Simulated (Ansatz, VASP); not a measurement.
## Br in VASP and in Ansatz

```
CELL_PARAMETERS angstrom
6.64967 0.00000 0.00000
-3.32483 5.75878 0.00000
0.00000 0.00000 2.56214
ATOMIC_POSITIONS crystal
Br 0.00000 0.00000 0.00000
Br 0.33333 0.66667 0.50000
Br 0.66667 0.33333 0.50000
```

Alike in both runs: functional r2SCAN; k mesh 9 × 9 × 18; occupations gaussian, width 0.1 eV; no spin polarisation.

Ansatz relaxed the structure, and its values are those at the end. VASP's run is a single point on that final structure, the one shown.

```csv
,VASP,Ansatz
version,VASP 6.6.1,Ansatz 0.2.0
potentials or method,"VASP PAW PBE potentials, release 64 (Br), cutoff 520 eV","scalar-relativistic, plane waves, PAW"
valence electrons in the cell,21,21
```

|  | VASP | Ansatz | Ansatz less VASP |
| --- | --- | --- | --- |
| gap on the k mesh at the Fermi level (eV) | none | none | - |
| pressure (GPa) | 0.0 | 0.0 | +0.03 |

VASP's potentials were made for PBE, not for r2SCAN. A gap of «none» marks a metal or a gap that the smearing closes. With one functional, cell and mesh, what is left measures potentials, basis and numerics.
